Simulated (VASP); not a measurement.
# HfC (zincblende type) (F-43m) in VASP: a series of runs

Runs on HfC (zincblende type). Level: PBE. Tasks: relaxation of cell and atoms.

All numbers are computed with VASP 6.6.1; they aren't measurements. Logs are shortened: lines on timing, memory, paths and dates and some standing lists are left out, and cuts for length are marked.

**1. The cell of the first run**

Symmetry: F-43m, No. 216, cubic system. The conventional cell has a = 4.060 Å, b = 4.060 Å, c = 4.060 Å, α = 90.00°, β = 90.00°, γ = 90.00°. Within 2.3 Å of Hf (site symmetry -43m) lie 4 C at 1.76 Å. Within 2.3 Å of C (site symmetry -43m) lie 4 Hf at 1.76 Å.

**2. Relaxation of cell and atoms, PBE, target pressure 280 GPa, at which the enthalpy is minimised**

The input, INCAR:

```
SYSTEM = HfC
ALGO = Normal ; EDIFF = 1E-6
EDIFFG = -0.005 ; ENCUT = 600
GGA = PE ; IBRION = 2
ISIF = 3 ; ISMEAR = -1
LASPH = .True. ; LCHARG = .False.
LREAL = .False. ; LWAVE = .False.
NELM = 80 ; NSW = 60
PREC = Accurate ; PSTRESS = 2800.0
SIGMA = 0.05
```

The input, KPOINTS:

```
k-points
0
Gamma
  16 16 16
  0 0 0
```

The input, POSCAR:

```
HfC
1.0
    0.0000000000      2.0299201716      2.0299201716
    2.0299201716      0.0000000000      2.0299201716
    2.0299201716      2.0299201716      0.0000000000
Hf C
1 1
Direct
    0.0000000000      0.0000000000      0.0000000000
    0.2500000000      0.2500000000      0.2500000000
```

Potentials or basis: VASP PAW PBE potentials, release 64 (Hf_pv, C).

Launch:

```bash
$ cat potpaw_PBE.64/Hf_pv/POTCAR potpaw_PBE.64/C/POTCAR > POTCAR
$ mpirun -np 1 vasp_std > vasp.out
```

OUTCAR:

```text
SYSTEM = HfC
   EDIFF = 1E-6
   EDIFFG = -0.005
   ENCUT = 600
   GGA = PE
   IBRION = 2
   ISIF = 3
   ISMEAR = -1
   LASPH = .True.
   LREAL = .False.
   NELM = 80
   NSW = 60
   PREC = Accurate
   PSTRESS = 2800.0

 ion  position               nearest neighbor table
   1  0.000  0.000  0.000-   2 1.76   2 1.76   2 1.76   2 1.76
   2  0.250  0.250  0.250-   1 1.76   1 1.76   1 1.76   1 1.76

  LATTYP: Found a face centered cubic cell.
 ALAT       =     4.0598403432

  Lattice vectors:

 A1 = (   0.0000000000,   2.0299201716,   2.0299201716)
 A2 = (   2.0299201716,   0.0000000000,   2.0299201716)
 A3 = (   2.0299201716,   2.0299201716,   0.0000000000)

Analysis of symmetry for initial positions (statically):
=====================================================================
 Subroutine PRICEL returns:
 Original cell was already a primitive cell.

 Routine SETGRP: Setting up the symmetry group for a
 face centered cubic supercell.

 Subroutine GETGRP returns: Found 24 space group operations
 (whereof 24 operations were pure point group operations)
 out of a pool of 48 trial point group operations.

The static configuration has the point symmetry T_d .

Analysis of symmetry for dynamics (positions and initial velocities):
=====================================================================
 Subroutine PRICEL returns:
 Original cell was already a primitive cell.

 Routine SETGRP: Setting up the symmetry group for a
 face centered cubic supercell.

 Subroutine GETGRP returns: Found 24 space group operations
 (whereof 24 operations were pure point group operations)
 out of a pool of 48 trial point group operations.

The dynamic configuration has the point symmetry T_d .

 Subroutine INISYM returns: Found 24 space group operations
 (whereof 24 operations are pure point group operations),
 and found     1 'primitive' translations

----------------------------------------------------------------------------------------

                                     Primitive cell

  volume of cell :      16.7289

  direct lattice vectors                    reciprocal lattice vectors
     0.000000000  2.029920172  2.029920172    -0.246315105  0.246315105  0.246315105
     2.029920172  0.000000000  2.029920172     0.246315105 -0.246315105  0.246315105
     2.029920172  2.029920172  0.000000000     0.246315105  0.246315105 -0.246315105

  length of vectors
     2.870740637  2.870740637  2.870740637     0.426630276  0.426630276  0.426630276

  position of ions in fractional coordinates (direct lattice)
     0.000000000  0.000000000  0.000000000
     0.250000000  0.250000000  0.250000000

  ion indices of the primitive-cell ions
   primitive index   ion index
                 1           1
                 2           2

----------------------------------------------------------------------------------------

 KPOINTS: k-points

Automatic generation of k-mesh.
 Grid dimensions read from file:
 generate k-points for:   16   16   16

 Generating k-lattice:

  Cartesian coordinates                     Fractional coordinates (reciprocal lattice)
    -0.015394694  0.015394694  0.015394694     0.062500000  0.000000000  0.000000000
     0.015394694 -0.015394694  0.015394694     0.000000000  0.062500000  0.000000000
     0.015394694  0.015394694 -0.015394694     0.000000000  0.000000000  0.062500000

  Length of vectors
     0.026664392  0.026664392  0.026664392

  Shift w.r.t. Gamma in fractional coordinates (k-lattice)
     0.000000000  0.000000000  0.000000000

 Subroutine IBZKPT returns following result:
 ===========================================

 Found    145 irreducible k-points:

 Following reciprocal coordinates:
            Coordinates               Weight
  0.000000  0.000000  0.000000      1.000000
  0.062500  0.000000  0.000000      8.000000
  0.125000  0.000000  0.000000      8.000000
  0.187500  0.000000  0.000000      8.000000
  0.250000  0.000000  0.000000      8.000000
  0.312500  0.000000  0.000000      8.000000
[... 16 lines left out ...]
 -0.125000  0.062500  0.000000     24.000000
 -0.062500  0.062500  0.000000     12.000000
 [... further k-points ...]
   k-points           NKPTS =    145   k-points in BZ     NKDIM =    145   number of bands    NBANDS=     11
   number of dos      NEDOS =    301   number of ions     NIONS =      2
   total plane-waves  NPLWV =  13824
   dimension x,y,z NGX =    24 NGY =   24 NGZ =   24
   dimension x,y,z NGXF=    48 NGYF=   48 NGZF=   48
   ions per type =               1   1
   NGX,Y,Z   is equivalent  to a cutoff of  13.90, 13.90, 13.90 a.u.
   NGXF,Y,Z  is equivalent  to a cutoff of  27.80, 27.80, 27.80 a.u.
 SYSTEM =  HfC
   PREC   = accura    normal or accurate (medium, high low for compatibility)
   ISTART =      0    job   : 0-new  1-cont  2-samecut
   ICHARG =      2    charge: 1-file 2-atom 10-const
   ISPIN  =      1    spin polarized calculation?
   LNONCOLLINEAR =      F non collinear calculations
   LSORBIT =      F    spin-orbit coupling
   LASPH  =      T    aspherical Exc in radial PAW
   ENCUT  =  600.0 eV  44.10 Ry    6.64 a.u.   5.73  5.73  5.73*2*pi/ulx,y,z
   NELM   =     80;   NELMIN=  2; NELMDL= -5     # of ELM steps
   EDIFF  = 0.1E-05   stopping-criterion for ELM
   LREAL  =      F    real-space projection
   EDIFFG = -.5E-02   stopping-criterion for IOM
   NSW    =     60    number of steps for IOM
   IBRION =      2    ionic relax: 0-MD 1-quasi-New 2-CG
   NFREE  =      1    steps in history (QN), initial steepest desc. (CG)
   ISIF   =      3    stress and relaxation
   ISYM   =      2    0-nonsym 1-usesym 2-fastsym
   POTIM  = 0.5000    time-step for ionic-motion
   TEBEG  =    0.0;   TEEND  =   0.0 temperature during run
   PSTRESS= 2800.0 pullay stress
   NELECT =      14.0000    total number of electrons
   NUPDOWN=      -1.0000    fix difference up-down
   EMIN   =  10.00;   EMAX   =-10.00  energy-range for DOS
   EFERMI =   0.00;   METHOD = LEGACY
   ISMEAR =    -1;   SIGMA  =   0.05  broadening in eV -4-tet -1-fermi 0-gaus
   EFERMI_NEDOS =   21; number of points for ismear=-14 and -15
   IALGO  =     38    algorithm
   IMIX   =      4    mixing-type and parameters
     AMIX     =   0.40;   BMIX     =  1.00
     AMIX_MAG =   1.60;   BMIX_MAG =  1.00
  volume/ion in A,a.u.               =       8.36        56.45
  Fermi-wavevector in a.u.,A,eV,Ry     =   1.542749  2.915373 32.382871  2.380074
  Thomas-Fermi vector in A             =   2.648509
   LORBIT       =      0    0 simple, 1 ext, 2 COOP (PROOUT), +10 PAW based schemes
   GGA     = PE    functional components
   LHFCALC =     F    Hartree Fock is set to
   AEXX    =    0.0000 exact exchange contribution
   IVDW    =     0    specifies the selected vdW correction
   LEPSILON=     F    determine dielectric tensor
   LRPA    =     F    only Hartree local field effects (RPA)
 conjugate gradient relaxation of ions
 non-spin polarized calculation
  energy-cutoff  :      600.00
  volume of cell :       16.73
 maximum number of plane-waves:       568
   NGX = 11   NGY = 11   NGZ = 11

--------------------------------------- Ionic step        1  -------------------------------------------

 number of electron      14.0000000 magnetization

 Free energy of the ion-electron system (eV)
  ---------------------------------------------------
  ext. energy  EPLUGINS =         0.00000000
  ---------------------------------------------------
  free energy    TOTEN  =       -10.33910154 eV

  energy without entropy =      -10.33657054  energy(sigma->0) =      -10.33783604

------------------------ aborting loop because EDIFF is reached ----------------------------------------

  FORCE on cell =-STRESS in cart. coord.  units (eV):
  Direction    XX          YY          ZZ          XY          YZ          ZX
  --------------------------------------------------------------------------------------
  -------------------------------------------------------------------------------------
  Total       33.8665392     33.8665392     33.8665392     -0.0000000      0.0000000      0.0000000
  in kB     3243.5046746   3243.5046746   3243.5046746     -0.0000000      0.0000000      0.0000000
  external PRESSURE =     443.5046746 kB  Pullay stress =    2800.0000000 kB
[... 97 lines left out ...]
  energy  without entropy=      -11.9687738731  energy(sigma->0) =      -11.96994746

  enthalpy is  TOTEN    =        18.7976711670 eV   P V=       30.7687922179

[... ionic steps 4 to 12 ...]

--------------------------------------- Ionic step       13  -------------------------------------------

 number of electron      14.0000000 magnetization

------------------------ aborting loop because EDIFF is reached ----------------------------------------
[... 71 lines left out ...]
--------------------------------------- Ionic step       15  -------------------------------------------

 number of electron      14.0000000 magnetization

 Free energy of the ion-electron system (eV)
  ---------------------------------------------------
  ext. energy  EPLUGINS =         0.00000000
  ---------------------------------------------------
  free energy    TOTEN  =       -11.76027238 eV

  energy without entropy =      -11.75791562  energy(sigma->0) =      -11.75909400

 E-fermi :   9.3693     XC(G=0): -13.8870

 val. band max:        9.3332754639   @ k =  -0.4375   0.5000   0.0625
 cond. band min:       9.4754451283   @ k =   0.5000   0.4375   0.0000
 fundamental gap:      0.1421696644
 Fermi energy:         9.3692503109

 k-point     1 :       0.0000    0.0000    0.0000
  band No.  band energies     occupation
      1     -19.0331      2.00000
      2     -19.0331      2.00000
      3     -19.0331      2.00000
      4      -4.2571      2.00000
      5       3.7193      2.00000
      6       3.7193      2.00000
      7       3.7193      2.00000
      8      13.8174      0.00000
      9      13.8174      0.00000
     10      14.8189      0.00000
     11      21.5968      0.00000
[... 309 lines left out ...]
 k-point    24 :      -0.0625    0.0625    0.0000
  band No.  band energies     occupation
      1     -19.3295      2.00000
      2     -19.1160      2.00000
      3     -19.0534      2.00000
      4      -3.7768      2.00000
      5       3.5495      2.00000
      6       3.8727      2.00000
      7       4.0181      2.00000
      8      13.1306      0.00000
      9      13.6892      0.00000
     10      15.3928      0.00000
     11      21.3651      0.00000

 [... further k-points ...]

------------------------ aborting loop because EDIFF is reached ----------------------------------------

  FORCE on cell =-STRESS in cart. coord.  units (eV):
  Direction    XX          YY          ZZ          XY          YZ          ZX
  --------------------------------------------------------------------------------------
  -------------------------------------------------------------------------------------
  Total       30.5508014     30.5508014     30.5508014      0.0000000     -0.0000000      0.0000000
  in kB     2799.5791706   2799.5791706   2799.5791706      0.0000000     -0.0000000      0.0000000
  external PRESSURE =      -0.4208294 kB  Pullay stress =    2800.0000000 kB
[... 21 lines left out ...]
  energy  without entropy=      -11.7579156217  energy(sigma->0) =      -11.75909400

  enthalpy is  TOTEN    =        18.7951213497 eV   P V=       30.5553937304

 reached required accuracy - stopping structural energy minimisation
```

It took 4.1 min on 1 thread of AMD EPYC 7R43 (Zen 3), shared host; peak memory 0.16 GiB.

Results:

```yaml
Free_energy: -11.7603 eV
Relaxed_volume: 8.74 Å³/atom
Relaxed_cell: a = 2.913 Å, b = 2.913 Å, c = 2.913 Å, α = 60.00°, β = 60.00°, γ = 60.00°
Space_group_after_relaxing_to_0.05_Å: F-43m (No. 216)
Energy_change_on_relaxing_the_enthalpy_is_what_falls: -710.6 meV/atom
Ionic_steps: 15
Pressure_after_relaxing: 280.0 GPa
Band_gap_on_the_k_mesh: zero (band 7 reaches 9.71 eV, above the bottom of band 8 at 8.92 eV)
```

The path:
```csv
step,energy change (eV),largest force (eV/Å),pressure (GPa),volume (Å³)
1,0.0000,0.0000,324.35,16.73
2,-7.3327,0.0000,95.08,22.98
3,-1.6320,0.0000,273.43,17.61
4,-1.4247,0.0000,279.84,17.49
5,-1.3978,0.0000,280.70,17.47
6,-1.4001,0.0000,280.65,17.47
7,-1.4069,0.0000,280.40,17.48
8,-1.4070,0.0000,280.40,17.48
9,-1.4073,0.0000,280.39,17.48
10,-1.4080,0.0000,280.38,17.48
11,-1.4092,0.0000,280.35,17.48
12,-1.4118,0.0000,280.29,17.48
13,-1.4168,0.0000,280.17,17.48
14,-1.4269,0.0000,279.77,17.49
15,-1.4212,0.0000,279.96,17.48
```

Final structure:
```
CELL_PARAMETERS angstrom
0.00000 2.06001 2.06001
2.06001 0.00000 2.06001
2.06001 2.06001 0.00000
ATOMIC_POSITIONS crystal
Hf 0.00000 0.00000 0.00000
C 0.25000 0.25000 0.25000
```

Caveat: the cell is relaxed towards a set pressure, so the enthalpy falls and the energy may rise; spin-orbit coupling is left out, which moves the levels of the heavy elements.

**3. Relaxation of cell and atoms, PBE, target pressure 280 GPa, at which the enthalpy is minimised**

This run uses another cell than the first one, of 8.68 Å³/atom, 1.038 times its volume.

The input, INCAR:

```
SYSTEM = HfC
PREC = Accurate
ENCUT = 600
EDIFF = 1E-6
ISMEAR = -1
SIGMA = 0.05
LREAL = .False.
LASPH = .True.
NELM = 100
ALGO = Normal
ISIF = 3
LWAVE = .False.
LCHARG = .False.
GGA = PE
IBRION = 2
NSW = 32
EDIFFG = -0.005
PSTRESS = 2800.0
```

The input, KPOINTS:

```
regular mesh
0
Gamma
  16 16 16
  0 0 0
```

The input, POSCAR:

```
HfC
1.0
    0.0000000000      2.0551192266      2.0551192266
    2.0551192266      0.0000000000      2.0551192266
    2.0551192266      2.0551192266      0.0000000000
Hf C
1 1
Direct
    0.0000000000      0.0000000000      0.0000000000
    0.2500000000      0.2500000000      0.2500000000
```

Potentials or basis: VASP PAW PBE potentials, release 64 (Hf_pv, C).

Launch:

```bash
$ cat potpaw_PBE.64/Hf_pv/POTCAR potpaw_PBE.64/C/POTCAR > POTCAR
$ mpirun -np 1 vasp_std > vasp.out
```

Run time: 1.7 min. Hardware: 1 thread of AMD EPYC 7R43 (Zen 3), shared host; peak memory 0.14 GiB.

It converged, with:

```yaml
Free_energy: -11.7590 eV
Relaxed_volume: 8.74 Å³/atom
Relaxed_cell: a = 2.913 Å, b = 2.913 Å, c = 2.913 Å, α = 60.00°, β = 60.00°, γ = 60.00°
Space_group_after_relaxing_to_0.05_Å: F-43m (No. 216)
Energy_change_on_relaxing_the_enthalpy_is_what_falls: -108.7 meV/atom
Ionic_steps: 4
Pressure_after_relaxing: 279.9 GPa
Band_gap_on_the_k_mesh: zero (band 7 reaches 9.72 eV, above the bottom of band 8 at 8.93 eV)
```

The path:
```tsv
step	energy change (eV)	largest force (eV/Å)	pressure (GPa)	volume (Å³)
1	0.0000	0.0000	286.78	17.36
2	-1.5375	0.0000	239.27	18.30
3	-0.2221	0.0000	279.86	17.49
4	-0.2175	0.0000	279.93	17.48
```

Final structure:
```
Hf C
1.0
     0.00000    2.05996    2.05996
     2.05996    0.00000    2.05996
     2.05996    2.05996    0.00000
Hf C
1 1
Cartesian
  0.0000 0.0000 0.0000
  1.0300 1.0300 1.0300
```

Levels at points of the mesh, in eV from the Fermi level:
| k point | band 3 | band 4 | band 5 | band 6 | band 7 | band 8 | band 9 | band 10 | band 11 |
| --- | --- | --- | --- | --- | --- | --- | --- | --- | --- |
| (0.00, 0.00, 0.00) | -28.40 | -13.63 | -5.65 | -5.65 | -5.65 | 4.45 | 4.45 | 5.45 | 12.23 |
| (0.50, 0.00, 0.00) | -28.78 | -10.96 | -4.48 | -4.48 | -2.48 | 5.64 | 6.35 | 6.35 | 8.64 |
| (0.50, 0.50, 0.00) | -29.39 | -9.66 | -8.41 | 0.35 | 0.35 | 1.29 | 7.56 | 8.35 | 9.27 |

Caveat: the cell is relaxed towards a set pressure, so the enthalpy falls and the energy may rise; spin-orbit coupling is left out, which moves the levels of the heavy elements.
